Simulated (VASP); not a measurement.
A run of VASP 6.6.1 is set up as follows.

Contents of INCAR:

```
  PREC = Accurate
  ENCUT = 600
  EDIFF = 1E-6
  ISMEAR = 0
  SIGMA = 0.01
  LREAL = F
  LASPH = T
  NELM = 80
  ALGO = Normal
  ISIF = 3
  LWAVE = F
  LCHARG = F
  GGA = CA
  IBRION = 2
  NSW = 100
  EDIFFG = -0.002
  PSTRESS = 10.0
```

KPOINTS

```
Automatic mesh
0
Gamma
  10 10 10
```

Contents of POSCAR:

```
SiC
1.0
    0.0000000000      2.1644887827      2.1644887827
    2.1644887827      0.0000000000      2.1644887827
    2.1644887827      2.1644887827      0.0000000000
Si C
1 1
Direct
    0.0000000000      0.0000000000      0.0000000000
    0.7500000000      0.7500000000      0.7500000000
```

Potentials or basis: VASP PAW LDA potentials, release 64 (Si, C).

The run is started by

```sh
$ cat potpaw_LDA.64/Si/POTCAR potpaw_LDA.64/C/POTCAR > POTCAR
$ mpirun -np 1 vasp_std > vasp.out
```

**Question.** What does it give for the band gap on the k mesh?

**Answer.** 1.28 eV, indirect (least direct gap 4.52 eV).

**Question.** Predict the space group after relaxing (to 0.05 Å).

**Answer.** F-43m (No. 216).

**Question.** What does it give for the relaxed cell?

**Answer.** a = 3.058 Å, b = 3.058 Å, c = 3.058 Å, α = 60.00°, β = 60.00°, γ = 60.00°.

Step by step:
```tsv
step	energy change (eV)	largest force (eV/Å)	pressure (GPa)	volume (Å³)
1	0.0000	0.0000	0.26	20.28
2	0.0009	0.0000	1.84	20.14
3	0.0003	0.0000	1.00	20.22
```

Caveat: the cell is relaxed towards a set pressure, so the enthalpy falls and the energy may rise. A k mesh can miss the band edges.
